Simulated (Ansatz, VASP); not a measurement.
# CoRu3: VASP beside Ansatz

```
CELL_PARAMETERS angstrom
2.69330 0.00000 0.00000
-1.34665 2.33247 0.00000
0.00000 0.00000 8.36807
ATOMIC_POSITIONS crystal
Co 0.66667 0.33333 0.50000
Ru 0.33333 0.66667 0.74496
Ru 0.33333 0.66667 0.25504
Ru 0.66667 0.33333 0.00000
```

Alike in both runs: task single point; functional LDA; k mesh 18 × 18 × 6; occupations gaussian, width 0.1 eV; collinear spin.

```csv
,VASP,Ansatz
version,VASP 6.6.1,Ansatz 0.2.0
potentials or method,"VASP PAW LDA potentials, release 64 (Co, Ru_pv), cutoff 520 eV","scalar-relativistic, plane waves, PAW"
valence electrons in the cell,51,65
```

VASP gave:

| Quantity | Value |
| --- | --- |
| gap on the k mesh at the Fermi level (eV) | none |
| pressure (GPa) | -16.5 |
| traceless stress, the component that is largest in VASP (GPa) | -0.88 |
| rms of the force components (eV/Å) | 0.022 |
| net moment per atom (μB) | 0.26 |
| size of the moment on the site where the two differ most (μB) | 1.08 |

Q: What did Ansatz give for the same quantities?

A: gap on the k mesh at the Fermi level (eV): none; pressure (GPa): -16.9; traceless stress, the component that is largest in VASP (GPa): -0.75; rms of the force components (eV/Å): 0.001; net moment per atom (μB): 0.29; size of the moment on the site where the two differ most (μB): 1.20.

LDA's correlation is that of Perdew and Zunger in VASP and of Perdew and Wang (1992) in Ansatz. Site moments also hang on the region over which each program counts them. Atom by atom the forces differ by 0.022 eV/Å (rms over components). A gap of «none» marks a metal or a gap that the smearing closes. VASP's potentials hold 51 valence electrons a cell and Ansatz's 65, so a difference there can come from the potentials and not from the codes.
